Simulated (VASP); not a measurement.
# C (Cmme) in VASP: a series of runs, part 2 of 2

VASP 6.6.1. Earlier steps stand in the parts before.

**5. Single point, r2SCAN**

Input file POSCAR:

```
C
1.0
    1.2280500000     -2.1270600000      0.0000000000
    1.2280500000      2.1270600000      0.0000000000
    0.0000000000      0.0000000000      7.1732700000
C
4
Direct
    0.0833800000      0.9166200000      0.7531400000
    0.5833800000      0.4166200000      0.2468600000
    0.9166200000      0.0833800000      0.2468600000
    0.4166200000      0.5833800000      0.7531400000
```

Input file INCAR.step1:

```
SYSTEM = C
PREC = Accurate
ENCUT = 660
ISMEAR = 1
SIGMA = 0.05
LREAL = .False.
LASPH = .True.
NELM = 120
NBANDS = 16
GGA = PE
ALGO = Normal
EDIFF = 1E-5
LWAVE = .True.
LCHARG = .False.
GGA_COMPAT = .False.
```

Input file INCAR.step2:

```
SYSTEM = C
PREC = Accurate
ENCUT = 660
EDIFF = 1E-6
ISMEAR = 1
SIGMA = 0.05
LREAL = .False.
LASPH = .True.
NELM = 120
ALGO = Normal
ISIF = 2
LWAVE = .False.
LCHARG = .False.
METAGGA = R2SCAN
LMIXTAU = .True.
NBANDS = 16
ISTART = 1
GGA_COMPAT = .False.
```

Input file KPOINTS:

```
Automatic mesh
0
Gamma
  10 10 3
  0 0 0
```

Potentials or basis: VASP PAW PBE potentials, release 64 (C).

On the command line:

```sh
cat potpaw_PBE.64/C/POTCAR > POTCAR
cp INCAR.step1 INCAR
mpirun -np 1 vasp_std > vasp.out
cp INCAR.step2 INCAR
mpirun -np 1 vasp_std > vasp.out
```

OUTCAR:

```text
SYSTEM = C
   PREC = Accurate
   ENCUT = 660
   EDIFF = 1E-6
   ISMEAR = 1
   LREAL = .False.
   LASPH = .True.
   NELM = 120
   ISIF = 2
   METAGGA = R2SCAN
   ISTART = 1

 ion  position               nearest neighbor table
   1  0.083  0.917  0.753-   4 1.42   4 1.42   4 1.42
   2  0.583  0.417  0.247-   3 1.42   3 1.42   3 1.42
   3  0.917  0.083  0.247-   2 1.42   2 1.42   2 1.42
   4  0.417  0.583  0.753-   1 1.42   1 1.42   1 1.42

  LATTYP: Found a hexagonal cell.
 ALAT       =     2.4561129954
 C/A-ratio  =     2.9205781711

  Lattice vectors:

 A1 = (   1.2280500000,  -2.1270600000,   0.0000000000)
 A2 = (   1.2280500000,   2.1270600000,   0.0000000000)
 A3 = (   0.0000000000,   0.0000000000,   7.1732700000)

Analysis of symmetry for initial positions (statically):
=====================================================================
 Subroutine PRICEL returns:
 Original cell was already a primitive cell.

 Routine SETGRP: Setting up the symmetry group for a
 hexagonal supercell.

 Subroutine GETGRP returns: Found  8 space group operations
 (whereof  4 operations were pure point group operations)
 out of a pool of 24 trial point group operations.

The static configuration has the point symmetry C_2h.
 The point group associated with its full space group is D_2h.

Analysis of symmetry for dynamics (positions and initial velocities):
=====================================================================
 Subroutine PRICEL returns:
 Original cell was already a primitive cell.

 Routine SETGRP: Setting up the symmetry group for a
 hexagonal supercell.

 Subroutine GETGRP returns: Found  8 space group operations
 (whereof  4 operations were pure point group operations)
 out of a pool of 24 trial point group operations.
[... 123 lines left out ...]
   IALGO  =     38    algorithm
   IMIX   =      4    mixing-type and parameters
     AMIX     =   0.40;   BMIX     =  1.00
     AMIX_MAG =   1.60;   BMIX_MAG =  1.00
  volume/ion in A,a.u.               =       9.37        63.22
  Fermi-wavevector in a.u.,A,eV,Ry     =   1.232728  2.329518 20.675654  1.519618
  Thomas-Fermi vector in A             =   2.367486
   LORBIT       =      0    0 simple, 1 ext, 2 COOP (PROOUT), +10 PAW based schemes
   METAGGA = R2SCAN    functional components
   LHFCALC =     F    Hartree Fock is set to
   AEXX    =    0.0000 exact exchange contribution
   IVDW    =     0    specifies the selected vdW correction
   LEPSILON=     F    determine dielectric tensor
   LRPA    =     F    only Hartree local field effects (RPA)
 non-spin polarized calculation
 Methfessel and Paxton  Order N= 1 SIGMA  =   0.05
  energy-cutoff  :      660.00
  volume of cell :       37.48
 maximum number of plane-waves:      1453
 NGX is ok and might be reduce to    24
   NGX = 11   NGY = 11   NGZ = 31

 number of electron      16.0000000 magnetization

 Free energy of the ion-electron system (eV)
  ---------------------------------------------------
  ext. energy  EPLUGINS =         0.00000000
  ---------------------------------------------------
  free energy    TOTEN  =       -39.78356442 eV

  energy without entropy =      -39.78360498  energy(sigma->0) =      -39.78357794

 E-fermi :   3.4753     XC(G=0): -10.6627

 val. band max:        3.4333663276   @ k =  -0.3000  -0.4000   0.0000
 cond. band min:       4.7769585352   @ k =   0.3000   0.3000   0.0000
 fundamental gap:      1.3435922076
 Fermi energy:         3.4752810625

 k-point     1 :       0.0000    0.0000    0.0000
  band No.  band energies     occupation
      1     -16.8102      2.00000
      2     -16.6363      2.00000
      3      -4.6802      2.00000
      4      -3.2584      2.00000
      5       0.8948      2.00000
      6       0.9009      2.00000
[... 433 lines left out ...]
      3      -5.4583      2.00000
      4      -5.4580      2.00000
      5      -3.8103      2.00000
      6      -3.8081      2.00000
[... 8 lines left out ...]
     15      16.7841      0.00000
     16      16.8637      0.00000

 [... further k-points ...]

------------------------ aborting loop because EDIFF is reached ----------------------------------------

  FORCE on cell =-STRESS in cart. coord.  units (eV):
  Direction    XX          YY          ZZ          XY          YZ          ZX
  --------------------------------------------------------------------------------------
  -------------------------------------------------------------------------------------
  Total        0.0503314     -0.0078469     -0.1213668      0.0000000      0.0000000      0.0000000
  in kB        2.1518241     -0.3354785     -5.1888068      0.0000000      0.0000000      0.0000000
  external PRESSURE =      -1.1241537 kB  Pullay stress =       0.0000000 kB

 VOLUME and BASIS-vectors are now :
 -----------------------------------------------------------------------------
  energy-cutoff  :      660.00
  volume of cell :       37.48
      direct lattice vectors                 reciprocal lattice vectors
     1.228050000 -2.127060000  0.000000000     0.407149546 -0.235066242  0.000000000
     1.228050000  2.127060000  0.000000000     0.407149546  0.235066242  0.000000000
     0.000000000  0.000000000  7.173270000     0.000000000  0.000000000  0.139406435

 POSITION                                       TOTAL-FORCE (eV/Angst)
 -----------------------------------------------------------------------------------
      1.22805      1.77235      5.40248         0.000000      0.015170     -0.007779
      1.22805     -0.35471      1.77079         0.000000      0.015170      0.007779
      1.22805     -1.77235      1.77079         0.000000     -0.015170      0.007779
      1.22805      0.35471      5.40248         0.000000     -0.015170     -0.007779
 -----------------------------------------------------------------------------------
    total drift:                               -0.000000     -0.000000      0.000000

  FREE ENERGIE OF THE ION-ELECTRON SYSTEM (eV)
  ---------------------------------------------------
  free  energy   TOTEN  =       -39.7835644216 eV

  energy  without entropy=      -39.7836049778  energy(sigma->0) =      -39.78357794
```

OUTCAR.step1:

```text
SYSTEM = C
   PREC = Accurate
   ENCUT = 660
   ISMEAR = 1
   LREAL = .False.
   LASPH = .True.
[... 688 lines left out ...]
      1.22805     -0.35471      1.77079         0.000000      0.017781      0.009432
      1.22805     -1.77235      1.77079         0.000000     -0.017781      0.009432
      1.22805      0.35471      5.40248         0.000000     -0.017781     -0.009432
 -----------------------------------------------------------------------------------
    total drift:                               -0.000000     -0.000000      0.000000

  FREE ENERGIE OF THE ION-ELECTRON SYSTEM (eV)
  ---------------------------------------------------
  free  energy   TOTEN  =       -36.9024191184 eV

  energy  without entropy=      -36.9024608900  energy(sigma->0) =      -36.90243304
```

It took 2.9 min on 1 thread of Intel Xeon Platinum 8488C (Sapphire Rapids), shared host; peak memory 0.19 GiB.

What came out:

```
Free energy   : -39.7836 eV
Pressure      : -0.1 GPa
Largest force : 0.017 eV/Å
```

Forces on the atoms (eV/Å):
```
C    0.000  0.015 -0.008
C    0.000  0.015  0.008
C    0.000 -0.015  0.008
C    0.000 -0.015 -0.008
```

Stress tensor (GPa, compression positive):
```
 0.22  0.00  0.00
 0.00 -0.03  0.00
 0.00  0.00 -0.52
```

Caveat: the PAW data sets were made with another functional, which shifts forces and pressure a little.

**6. Single point, r2SCAN**

POSCAR is that of step 5.

Input file INCAR.step1:

```
SYSTEM = C
PREC = Accurate
ENCUT = 660
ISMEAR = 1
SIGMA = 0.025
LREAL = .FALSE.
LASPH = .TRUE.
NELM = 120
NBANDS = 16
GGA = PE
ALGO = Normal
EDIFF = 1E-5
LWAVE = .TRUE.
LCHARG = .FALSE.
GGA_COMPAT = .FALSE.
```

Input file INCAR.step2:

```
SYSTEM = C
PREC = Accurate
ENCUT = 660
EDIFF = 1E-6
ISMEAR = 1
SIGMA = 0.025
LREAL = .FALSE.
LASPH = .TRUE.
NELM = 120
ALGO = Normal
ISIF = 2
LWAVE = .FALSE.
LCHARG = .FALSE.
METAGGA = R2SCAN
LMIXTAU = .TRUE.
NBANDS = 16
ISTART = 1
GGA_COMPAT = .FALSE.
```

Input file KPOINTS:

```
regular mesh
0
G
  10 10 3
  0 0 0
```

Potentials or basis: VASP PAW PBE potentials, release 64 (C).

On the command line:

```sh
cat potpaw_PBE.64/C/POTCAR > POTCAR
cp INCAR.step1 INCAR
mpirun -np 1 vasp_std > vasp.out
cp INCAR.step2 INCAR
mpirun -np 1 vasp_std > vasp.out
```

Run time: 2.5 min. Hardware: 1 thread of Intel Xeon Platinum 8488C (Sapphire Rapids), shared host; peak memory 0.19 GiB.

It converged, with:

```yaml
Free_energy: -39.7836 eV
Pressure: -0.1 GPa
Largest_force: 0.017 eV/Å
```

Forces on the atoms (eV/Å):
```
C    0.000  0.015 -0.008
C    0.000  0.015  0.008
C    0.000 -0.015  0.008
C    0.000 -0.015 -0.008
```

Stress tensor (GPa, compression positive):
```
 0.21  0.00  0.00
 0.00 -0.03  0.00
 0.00  0.00 -0.52
```

Caveat: the PAW data sets were made with another functional, which shifts forces and pressure a little.

**7. Overview**

```csv
smearing,pressure (GPa),largest force (eV/Å)
methfessel-paxton 0.25 eV,-0.1,0.02
methfessel-paxton 0.15 eV,-0.1,0.02
methfessel-paxton 0.1 eV,-0.1,0.02
methfessel-paxton 0.05 eV,-0.1,0.02
methfessel-paxton 0.025 eV,-0.1,0.02
```

Alike in all rows: task single point; level r2SCAN; potentials or basis VASP PAW PBE potentials, release 64 (C); no spin polarisation; cell as given; k mesh 10 × 10 × 3; cutoff (eV) 660.

Caveats: the PAW data sets were made with another functional, which shifts forces and pressure a little.

Total energies depend on the potentials used, so only differences within one code and one set of settings carry meaning.
